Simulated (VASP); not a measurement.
# AlB2P3 (I-4m2) in VASP: a series of runs

The runs below take AlB2P3 through single point, relaxation of cell and atoms, with PBE.

Program: VASP 6.6.1. These are calculated values, not measurements. Logs are shortened: lines on timing, memory, paths and dates and some standing lists are left out, and cuts for length are marked.

### Step 1. The cell of the first run

Symmetry: I-4m2, No. 119, tetragonal system. The conventional cell has a = 3.396 Å, b = 3.396 Å, c = 15.080 Å, α = 90.00°, β = 90.00°, γ = 90.00°. Within 3.1 Å of Al (site symmetry -4m2) lie 4 P at 2.31 Å. Within 2.7 Å of B (site symmetry 2mm) lie 4 P at 2.02 to 2.03 Å. P (site symmetry 2mm) has 2 B at 2.02 Å and 2 Al at 2.31 Å within 2.7 Å. P (site symmetry -4m2) has 4 B at 2.03 Å within 2.7 Å.

### Step 2. Single point, PBE

INCAR reads:

```
PREC = Accurate
ENCUT = 520
EDIFF = 1E-6
ISMEAR = 0
SIGMA = 0.1
LREAL = False
LASPH = True
NELM = 80
ALGO = Normal
ISIF = 2
LWAVE = False
LCHARG = False
GGA = PE
NBANDS = 21
```

KPOINTS reads:

```
regular mesh
0
Gamma
  8 8 8
```

POSCAR reads:

```
AlB2P3
1.0
   -1.6978035646      1.6978035646      7.5401270751
    1.6978035646     -1.6978035646      7.5401270751
    1.6978035646      1.6978035646     -7.5401270751
Al B P
1 2 3
Direct
    0.0000000000      0.0000000000      0.0000000000
    0.6763958561      0.6763958561      0.0000000000
    0.3236041439      0.3236041439      0.0000000000
    0.6037895215      0.1037895215      0.5000000000
    0.2500000000      0.7500000000      0.5000000000
    0.8962104785      0.3962104785      0.5000000000
```

Potentials or basis: VASP PAW PBE potentials, release 64 (Al, B, P).

Started as:

```console
cat potpaw_PBE.64/Al/POTCAR potpaw_PBE.64/B/POTCAR potpaw_PBE.64/P/POTCAR > POTCAR
mpirun -np 1 vasp_std > vasp.out
```

OUTCAR:

```text
PREC = Accurate
   ENCUT = 520
   EDIFF = 1E-6
   ISMEAR = 0
   LREAL = False
   LASPH = True
   NELM = 80
   ISIF = 2
   GGA = PE

 ion  position               nearest neighbor table
   1  0.000  0.000  0.000-   4 2.31   6 2.31   4 2.31   6 2.31
   2  0.676  0.676  0.000-   4 2.02   4 2.02   5 2.03   5 2.03
   3  0.324  0.324  0.000-   6 2.02   6 2.02   5 2.03   5 2.03
   4  0.604  0.104  0.500-   2 2.02   2 2.02   1 2.31   1 2.31
   5  0.250  0.750  0.500-   3 2.03   2 2.03   3 2.03   2 2.03
   6  0.896  0.396  0.500-   3 2.02   3 2.02   1 2.31   1 2.31

  LATTYP: Found a body centered tetragonal cell.
 ALAT       =     3.3956071292
 C/A-ratio  =     4.4411068703

  Lattice vectors:

 A1 = (  -1.6978035646,   1.6978035646,   7.5401270751)
 A2 = (   1.6978035646,  -1.6978035646,   7.5401270751)
 A3 = (   1.6978035646,   1.6978035646,  -7.5401270751)

Analysis of symmetry for initial positions (statically):
=====================================================================
 Subroutine PRICEL returns:
 Original cell was already a primitive cell.

 Routine SETGRP: Setting up the symmetry group for a
 body centered tetragonal supercell.

 Subroutine GETGRP returns: Found  8 space group operations
 (whereof  8 operations were pure point group operations)
 out of a pool of 16 trial point group operations.

The static configuration has the point symmetry D_2d.

Analysis of symmetry for dynamics (positions and initial velocities):
=====================================================================
 Subroutine PRICEL returns:
 Original cell was already a primitive cell.

 Routine SETGRP: Setting up the symmetry group for a
 body centered tetragonal supercell.

 Subroutine GETGRP returns: Found  8 space group operations
 (whereof  8 operations were pure point group operations)
 out of a pool of 16 trial point group operations.

The dynamic configuration has the point symmetry D_2d.

 Subroutine INISYM returns: Found  8 space group operations
 (whereof  8 operations are pure point group operations),
 and found     1 'primitive' translations

----------------------------------------------------------------------------------------

                                     Primitive cell

  volume of cell :      86.9388

  direct lattice vectors                    reciprocal lattice vectors
    -1.697803565  1.697803565  7.540127075     0.000000000  0.294498145  0.066311880
     1.697803565 -1.697803565  7.540127075     0.294498145  0.000000000  0.066311880
     1.697803565  1.697803565 -7.540127075     0.294498145  0.294498145  0.000000000

  length of vectors
     7.913190899  7.913190899  7.913190899     0.301871533  0.301871533  0.416483270

  position of ions in fractional coordinates (direct lattice)
     0.000000000  0.000000000  0.000000000
     0.676395856  0.676395856  0.000000000
     0.323604144  0.323604144  0.000000000
     0.603789521  0.103789521  0.500000000
     0.250000000  0.750000000  0.500000000
     0.896210479  0.396210479  0.500000000

  ion indices of the primitive-cell ions
   primitive index   ion index
                 1           1
                 2           2
                 3           3
                 4           4
                 5           5
                 6           6

----------------------------------------------------------------------------------------

 KPOINTS: regular mesh

Automatic generation of k-mesh.
 Grid dimensions read from file:
 generate k-points for:    8    8    8

 Generating k-lattice:

  Cartesian coordinates                     Fractional coordinates (reciprocal lattice)
     0.000000000  0.036812268  0.008288985     0.125000000  0.000000000 -0.000000000
     0.036812268  0.000000000  0.008288985     0.000000000  0.125000000 -0.000000000
     0.036812268  0.036812268  0.000000000     0.000000000  0.000000000  0.125000000

  Length of vectors
     0.037733942  0.037733942  0.052060409

  Shift w.r.t. Gamma in fractional coordinates (k-lattice)
     0.000000000  0.000000000  0.000000000

 Subroutine IBZKPT returns following result:
 ===========================================

 Found     59 irreducible k-points:

 Following reciprocal coordinates:
            Coordinates               Weight
  0.000000  0.000000  0.000000      1.000000
  0.125000 -0.000000  0.000000      8.000000
  0.250000 -0.000000  0.000000      8.000000
  0.375000 -0.000000  0.000000      8.000000
  0.500000 -0.000000  0.000000      4.000000
  0.125000  0.125000  0.000000      8.000000
[... 16 lines left out ...]
  0.250000  0.125000  0.125000     16.000000
  0.375000  0.125000  0.125000      8.000000
 [... further k-points ...]
   k-points           NKPTS =     59   k-points in BZ     NKDIM =     59   number of bands    NBANDS=     21
   number of dos      NEDOS =    301   number of ions     NIONS =      6
   total plane-waves  NPLWV = 216000
   dimension x,y,z NGX =    60 NGY =   60 NGZ =   60
   dimension x,y,z NGXF=   120 NGYF=  120 NGZF=  120
   ions per type =               1   2   3
   NGX,Y,Z   is equivalent  to a cutoff of  12.61, 12.61, 12.61 a.u.
   NGXF,Y,Z  is equivalent  to a cutoff of  25.21, 25.21, 25.21 a.u.
 SYSTEM =  unknown system
   PREC   = accura    normal or accurate (medium, high low for compatibility)
   ISTART =      0    job   : 0-new  1-cont  2-samecut
   ICHARG =      2    charge: 1-file 2-atom 10-const
   ISPIN  =      1    spin polarized calculation?
   LNONCOLLINEAR =      F non collinear calculations
   LSORBIT =      F    spin-orbit coupling
   LASPH  =      T    aspherical Exc in radial PAW
   ENCUT  =  520.0 eV  38.22 Ry    6.18 a.u.  14.71 14.71 14.71*2*pi/ulx,y,z
   NELM   =     80;   NELMIN=  2; NELMDL= -5     # of ELM steps
   EDIFF  = 0.1E-05   stopping-criterion for ELM
   LREAL  =      F    real-space projection
   EDIFFG = 0.1E-04   stopping-criterion for IOM
   NSW    =      0    number of steps for IOM
   IBRION =     -1    ionic relax: 0-MD 1-quasi-New 2-CG
   NFREE  =      0    steps in history (QN), initial steepest desc. (CG)
   ISIF   =      2    stress and relaxation
   ISYM   =      2    0-nonsym 1-usesym 2-fastsym
   POTIM  = 0.5000    time-step for ionic-motion
   TEBEG  =    0.0;   TEEND  =   0.0 temperature during run
   PSTRESS=    0.0 pullay stress
   NELECT =      24.0000    total number of electrons
   NUPDOWN=      -1.0000    fix difference up-down
   EMIN   =  10.00;   EMAX   =-10.00  energy-range for DOS
   EFERMI =   0.00;   METHOD = LEGACY
   ISMEAR =     0;   SIGMA  =   0.10  broadening in eV -4-tet -1-fermi 0-gaus
   EFERMI_NEDOS =   21; number of points for ismear=-14 and -15
   IALGO  =     38    algorithm
   IMIX   =      4    mixing-type and parameters
     AMIX     =   0.40;   BMIX     =  1.00
     AMIX_MAG =   1.60;   BMIX_MAG =  1.00
  volume/ion in A,a.u.               =      14.49        97.78
  Fermi-wavevector in a.u.,A,eV,Ry     =   1.065960  2.014371 15.459889  1.136270
  Thomas-Fermi vector in A             =   2.201528
   LORBIT       =      0    0 simple, 1 ext, 2 COOP (PROOUT), +10 PAW based schemes
   GGA     = PE    functional components
   LHFCALC =     F    Hartree Fock is set to
   AEXX    =    0.0000 exact exchange contribution
   IVDW    =     0    specifies the selected vdW correction
   LEPSILON=     F    determine dielectric tensor
   LRPA    =     F    only Hartree local field effects (RPA)
 non-spin polarized calculation
 Gauss-broadening in eV      SIGMA  =   0.10
  energy-cutoff  :      520.00
  volume of cell :       86.94
 maximum number of plane-waves:      2364
   NGX = 29   NGY = 29   NGZ = 29

 number of electron      23.9999999 magnetization

 Free energy of the ion-electron system (eV)
  ---------------------------------------------------
  ext. energy  EPLUGINS =         0.00000000
  ---------------------------------------------------
  free energy    TOTEN  =       -34.95050990 eV

  energy without entropy =      -34.95050986  energy(sigma->0) =      -34.95050988

 E-fermi :   7.2522     XC(G=0): -10.2167

 val. band max:        6.9438073218   @ k =   0.0000   0.0000   0.0000
 cond. band min:       7.5666686650   @ k =   0.5000   0.5000   0.5000
 fundamental gap:      0.6228613431
 Fermi energy:         7.2521654958

 k-point     1 :       0.0000    0.0000    0.0000
  band No.  band energies     occupation
      1      -7.8135      2.00000
      2      -5.8468      2.00000
      3      -4.8667      2.00000
      4       0.8492      2.00000
      5       1.1866      2.00000
      6       2.6837      2.00000
[... 13 lines left out ...]
     20      11.7608      0.00000
     21      14.6212      0.00000

 k-point     2 :       0.1250   -0.0000    0.0000
  band No.  band energies     occupation
      1      -7.6455      2.00000
      2      -5.7533      2.00000
      3      -4.7035      2.00000
      4       0.3881      2.00000
      5       1.0605      2.00000
      6       2.4624      2.00000
[... 13 lines left out ...]
     20      12.3948      0.00000
     21      13.7655      0.00000

 k-point     3 :       0.2500   -0.0000    0.0000
  band No.  band energies     occupation
      1      -7.1514      2.00000
      2      -5.4719      2.00000
      3      -4.3633      2.00000
      4      -0.6359      2.00000
      5       0.2602      2.00000
      6       2.0491      2.00000
[... 13 lines left out ...]
     20      12.7791      0.00000
     21      12.9369      0.00000
[... 457 lines left out ...]
 k-point    23 :       0.2500    0.1250    0.1250
  band No.  band energies     occupation
      1      -5.7537      2.00000
      2      -4.5478      2.00000
      3      -3.9647      2.00000
      4      -1.0100      2.00000
      5      -0.3639      2.00000
      6       1.1313      2.00000
[... 13 lines left out ...]
     20      13.3315      0.00000
     21      13.8161      0.00000

 k-point    24 :       0.3750    0.1250    0.1250
  band No.  band energies     occupation
      1      -4.9727      2.00000
      2      -4.6887      2.00000
      3      -4.1477      2.00000
      4      -1.0839      2.00000
      5      -0.6137      2.00000
      6       0.6738      2.00000
[... 13 lines left out ...]
     20      13.2726      0.00000
     21      13.9661      0.00000

 [... further k-points ...]
[... 5 lines left out ...]
  --------------------------------------------------------------------------------------
  -------------------------------------------------------------------------------------
  Total       -0.1148682     -0.1148682     -0.0683965      0.0000000      0.0000000     -0.0000000
  in kB       -2.1168829     -2.1168829     -1.2604645      0.0000000      0.0000000     -0.0000000
  external PRESSURE =      -1.8314101 kB  Pullay stress =       0.0000000 kB

 VOLUME and BASIS-vectors are now :
 -----------------------------------------------------------------------------
  energy-cutoff  :      520.00
  volume of cell :       86.94
      direct lattice vectors                 reciprocal lattice vectors
    -1.697803565  1.697803565  7.540127075     0.000000000  0.294498145  0.066311880
     1.697803565 -1.697803565  7.540127075     0.294498145  0.000000000  0.066311880
     1.697803565  1.697803565 -7.540127075     0.294498145  0.294498145  0.000000000

 POSITION                                       TOTAL-FORCE (eV/Angst)
 -----------------------------------------------------------------------------------
      0.00000      0.00000      0.00000         0.000000     -0.000000      0.000000
      0.00000      0.00000     10.20022         0.000000     -0.000000      0.001431
      0.00000      0.00000      4.88003         0.000000     -0.000000     -0.001431
      0.00000      1.69780      1.56517        -0.000000      0.000000     -0.010472
      1.69780      0.00000      3.77006         0.000000     -0.000000      0.000000
      0.00000      1.69780      5.97495        -0.000000      0.000000      0.010472
 -----------------------------------------------------------------------------------
    total drift:                                0.000000     -0.000000     -0.000000

  FREE ENERGIE OF THE ION-ELECTRON SYSTEM (eV)
  ---------------------------------------------------
  free  energy   TOTEN  =       -34.9505098970 eV

  energy  without entropy=      -34.9505098620  energy(sigma->0) =      -34.95050988
```

Wall time 4.8 min (1 thread of Intel Xeon Platinum 8488C (Sapphire Rapids), shared host); peak memory 0.49 GiB.

Results:

* Free energy: -34.9505 eV
* Pressure: -0.2 GPa
* Largest force: 0.010 eV/Å
* Band gap on the k mesh: 0.62 eV, indirect (least direct gap 0.74 eV)

Forces in eV/Å, atoms in the order of the input:
```
Al   0.000  0.000  0.000
B    0.000  0.000  0.001
B    0.000  0.000 -0.001
P    0.000  0.000 -0.010
P    0.000  0.000  0.000
P    0.000  0.000  0.010
```

Stress tensor (GPa, compression positive):
```
-0.21  0.00  0.00
 0.00 -0.21  0.00
 0.00  0.00 -0.13
```

A k mesh can miss the band edges.

### Step 3. Single point, PBE

This run uses another cell than the first one, of 15.19 Å³/atom, 1.049 times its volume.

INCAR reads:

```
SYSTEM = AlB2P3
PREC = Accurate
ENCUT = 520
EDIFF = 1E-6
ISMEAR = 0
SIGMA = 0.1
LREAL = .False.
LASPH = .True.
NELM = 100
ALGO = Normal
ISIF = 2
LWAVE = .False.
LCHARG = .False.
GGA = PE
NBANDS = 21
```

KPOINTS reads:

```
regular mesh
0
Gamma
  8 8 8
  0 0 0
```

POSCAR reads:

```
AlB2P3
1.0
   -1.7513075000      1.7513075000      7.4301684400
    1.7513075000     -1.7513075000      7.4301684400
    1.7513075000      1.7513075000     -7.4301684400
Al B P
1 2 3
Direct
    0.0000000000      0.0000000000      0.0000000000
    0.6666666700      0.6666666700      0.0000000000
    0.3333333300      0.3333333300      0.0000000000
    0.5833333300      0.0833333300      0.5000000000
    0.2500000000      0.7500000000      0.5000000000
    0.9166666700      0.4166666700      0.5000000000
```

Potentials or basis: VASP PAW PBE potentials, release 64 (Al, B, P).

Started as:

```console
cat potpaw_PBE.64/Al/POTCAR potpaw_PBE.64/B/POTCAR potpaw_PBE.64/P/POTCAR > POTCAR
mpirun -np 1 vasp_std > vasp.out
```

Run time: 4 min. Hardware: 1 thread of Intel Xeon Platinum 8488C (Sapphire Rapids), shared host; peak memory 0.54 GiB.

Results (log left out):

| Quantity | Value |
| --- | --- |
| Free energy | -33.3541 eV |
| Pressure | 0.8 GPa |
| Largest force | 4.935 eV/Å |
| Band gap on the k mesh | 1.27 eV, indirect (least direct gap 1.48 eV) |

Forces in eV/Å, atoms in the order of the input:
```
Al   0.000  0.000  0.000
B    0.000  0.000  0.353
B    0.000  0.000 -0.353
P    0.000  0.000  4.935
P    0.000  0.000  0.000
P    0.000  0.000 -4.935
```

Stress tensor (GPa, compression positive):
```
1.21 0.00 0.00
0.00 1.21 0.00
0.00 0.00 0.05
```

Levels at points of the mesh, in eV from the valence-band top:
| k point | band 9 | band 10 | band 11 | band 12 | band 13 | band 14 | band 15 | band 16 |
| --- | --- | --- | --- | --- | --- | --- | --- | --- |
| (0.00, 0.00, 0.00) | -2.59 | -0.31 | 0.00 | 0.00 | 1.48 | 1.63 | 2.93 | 3.04 |
| (0.50, 0.00, 0.00) | -1.68 | -1.51 | -1.39 | -1.10 | 2.31 | 3.28 | 3.79 | 4.05 |
| (0.50, 0.50, 0.00) | -4.01 | -3.92 | -3.20 | -3.16 | 1.36 | 1.43 | 3.33 | 3.93 |
| (0.50, 0.50, 0.50) | -1.59 | -1.59 | -0.99 | -0.99 | 1.53 | 1.63 | 2.31 | 2.46 |

Caveat: forces of over 1 eV/Å act on the atoms, so gaps and moduli don't describe the material at rest. A k mesh can miss the band edges.

### Step 4. Single point, PBE

INCAR reads:

```
PREC = Accurate
ENCUT = 520
EDIFF = 1E-7
ISMEAR = 0
SIGMA = 0.02
LREAL = False
LASPH = True
NELM = 80
ALGO = Normal
ISIF = 2
LWAVE = False
LCHARG = False
GGA = PE
NBANDS = 21
```

KPOINTS reads:

```
Automatic mesh
0
Gamma
  12 12 12
```

POSCAR reads:

```
AlB2P3
1.0
   -1.6972375421      1.6972375421      7.5432650313
    1.6972375421     -1.6972375421      7.5432650313
    1.6972375421      1.6972375421     -7.5432650313
Al B P
1 2 3
Direct
    0.0000000000      0.0000000000      0.0000000000
    0.6763967557      0.6763967557      0.0000000000
    0.3236032443      0.3236032443      0.0000000000
    0.6037687384      0.1037687384      0.5000000000
    0.2500000000      0.7500000000      0.5000000000
    0.8962312616      0.3962312616      0.5000000000
```

Started as:

```console
cat potpaw_PBE.64/Al/POTCAR potpaw_PBE.64/B/POTCAR potpaw_PBE.64/P/POTCAR > POTCAR
mpirun -np 1 vasp_std > vasp.out
```

Wall time 18 min (1 thread of Intel Xeon 6975P-C, shared host); peak memory 0.64 GiB.

The run converged. Its results:

* Free energy: -34.9536 eV
* Pressure: -0.2 GPa
* Band gap on the k mesh: 0.63 eV, indirect (least direct gap 0.74 eV)

Levels at points of the mesh, in eV from the valence-band top:
```csv
k point,band 9,band 10,band 11,band 12,band 13,band 14,band 15,band 16
"(0.00, 0.00, 0.00)",-2.87,-0.71,0.00,0.00,0.74,0.84,2.06,2.41
"(0.50, 0.00, 0.00)",-2.76,-2.73,-2.12,-0.44,1.75,2.61,3.03,3.59
"(0.50, 0.50, 0.00)",-4.89,-4.77,-3.95,-3.79,0.71,1.01,2.36,2.86
"(0.50, 0.50, 0.50)",-2.60,-2.44,-0.53,-0.53,0.63,0.89,1.82,2.50
```

A k mesh can miss the band edges. A hybrid or GW would open this gap; PBE tends to underestimate it.

[end of part 1 of 2]
